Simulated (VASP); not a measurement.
Write the native input for VASP 6.6.1 that does the following.

```
Task                   : single point
Functional             : PBEsol
Potentials or basis    : VASP PAW PBE potentials, release 64 (Rb_sv)
Cutoff                 : 520 eV
k mesh                 : 7 × 7 × 7
Occupations            : fermi-dirac, width 0.05 eV
Spin                   : no spin polarisation
Dipole correction      : no
Further INCAR settings : ALGO = Fast; EDIFF = 1e-07; NBANDS = 10
```

The structure of Rb lies in POSCAR:

```
Rb
1.0
   -1.7416801363      1.7416801363      1.7416801363
    1.7416801363     -1.7416801363      1.7416801363
    1.7416801363      1.7416801363     -1.7416801363
Rb
1
Direct
    0.0000000000      0.0000000000      0.0000000000
```

The input as run:

INCAR

```
SYSTEM = Rb
PREC = Accurate
ENCUT = 520
EDIFF = 1E-7
ISMEAR = -1
SIGMA = 0.05
LREAL = .False.
LASPH = .True.
NELM = 100
ALGO = Fast
ISIF = 2
LWAVE = .False.
LCHARG = .False.
GGA = PS
NBANDS = 10
```

KPOINTS

```
regular mesh
0
Gamma
  7 7 7
  0 0 0
```

Potentials or basis: VASP PAW PBE potentials, release 64 (Rb_sv).

Launch:

```sh
$ cat potpaw_PBE.64/Rb_sv/POTCAR > POTCAR
$ mpirun -np 1 vasp_std > vasp.out
```

Results of the run:

```
Pressure               : 30.7 GPa
Band gap on the k mesh : zero (an odd number of electrons rules out a gap without spin polarisation)
```

Caveat: the k points lie up to 0.36 Å⁻¹ apart, too coarse for converged energies and pressures of a metal; the PAW data sets were made with another functional, which shifts forces and pressure a little.

It took 11 s on 1 thread of Intel Xeon 8259CL, on a shared host, peak memory 0.13 GiB.
